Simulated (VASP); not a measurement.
Input of a VASP 6.6.1 run:

File INCAR:

```
PREC = Accurate
ENCUT = 520
EDIFF = 1E-8
ISMEAR = -1
SIGMA = 0.05
LREAL = F
LASPH = T
NELM = 100
ALGO = Normal
ISIF = 2
LWAVE = F
LCHARG = F
LEFG = T
NBANDS = 14
```

Contents of KPOINTS:

```
regular mesh
0
Gamma
  11 11 6
```

The input POSCAR:

```
Na
1.0
    3.8408825192      0.0000000000      0.0000000000
   -1.9204412596      3.3263018346      0.0000000000
    0.0000000000      0.0000000000      6.2746973092
Na
2
Direct
    0.3333333333      0.6666666667      0.2500000000
    0.6666666667      0.3333333333      0.7500000000
```

Potentials or basis: VASP PAW LDA potentials, release 64 (Na_pv).

Launch:

```console
$ cat potpaw_LDA.64/Na_pv/POTCAR > POTCAR
$ mpirun -np 1 vasp_std > vasp.out
```

(1) What does it give for the band gap on the k mesh?

(2) Predict the pressure.

Results:

(1) zero (band 7 reaches 1.68 eV, above the bottom of band 8 at -2.19 eV).

(2) -1.2 GPa.

Caveat: without QUAD_EFG the Cq values of the log hold for a quadrupole moment of 1 mb, not for the nuclei.
